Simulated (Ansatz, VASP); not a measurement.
# Mg4S: VASP beside Ansatz

```
Mg S
1.0
     6.48164    0.00000    0.00000
     0.00000    5.28814    0.00000
    -1.75237    0.00000    6.55134
Mg S
8 2
Cartesian
  5.6044 3.9661 0.0302
  -0.2468 1.3220 3.6120
  -0.8751 1.3220 6.5211
  4.9761 3.9661 2.9393
  0.5554 3.9661 5.4190
  3.1014 1.3220 4.5377
  4.1739 1.3220 1.1323
  1.6278 3.9661 2.0136
  1.8611 1.3220 2.2666
  2.8681 3.9661 4.2848
```

Change from the starting cell: the structure that the rattled cell fell into.

Alike in both runs: task relaxation of cell and atoms; functional PBE; k mesh 4 × 4 × 4; occupations gaussian, width 0.1 eV; no spin polarisation.

|  | VASP | Ansatz |
| --- | --- | --- |
| version | VASP 6.6.1 | Ansatz 0.2.0 |
| potentials or method | VASP PAW PBE potentials, release 64 (Mg, S), cutoff 600 eV | scalar-relativistic, plane waves, PAW |
| valence electrons in the cell | 28 | 92 |

|  | VASP | Ansatz | Ansatz less VASP |
| --- | --- | --- | --- |
| gap on the k mesh at the Fermi level, each at its own relaxed structure (eV) | none | none | - |
| relaxed volume (Å³/atom) | 22.46 | 22.46 | 0.000 |
| relaxed cell length with the largest relative difference (Å) | 6.482 | 6.482 | 0.0000 |

A gap of «none» marks a metal or a gap that the smearing closes. VASP's potentials hold 28 valence electrons a cell and Ansatz's 92, so a difference there can come from the potentials and not from the codes.

Noted on VASP's run: the relaxation stopped at its first step, so nothing moved.
